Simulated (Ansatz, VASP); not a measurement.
**One calculation of Ga, two programs**

```
Ga
1.0
     3.84850   -2.34586    0.00000
     3.84850    2.34586    0.00000
     0.00000    0.00000    4.52535
Ga
4
Cartesian
  5.0984 -1.5386 1.1313
  5.0984 1.5386 3.3940
  2.5986 1.5386 3.3940
  2.5986 -1.5386 1.1313
```

Alike in both runs: task single point; functional LDA; k mesh 6 × 6 × 5; occupations fermi-dirac, width 0.05 eV; no spin polarisation.

```csv
,VASP,Ansatz
version,VASP 6.6.1,Ansatz 0.2.0
potentials or method,"VASP PAW LDA potentials, release 64 (Ga_d), cutoff 520 eV","plane waves, PAW"
valence electrons in the cell,52,52
```

|  | VASP | Ansatz | Ansatz less VASP |
| --- | --- | --- | --- |
| pressure (GPa) | -3.5 | -3.5 | -0.04 |
| traceless stress, the component that is largest in VASP (GPa) | 0.45 | 0.45 | +0.002 |

LDA's correlation is that of Perdew and Zunger in VASP and of Perdew and Wang (1992) in Ansatz.
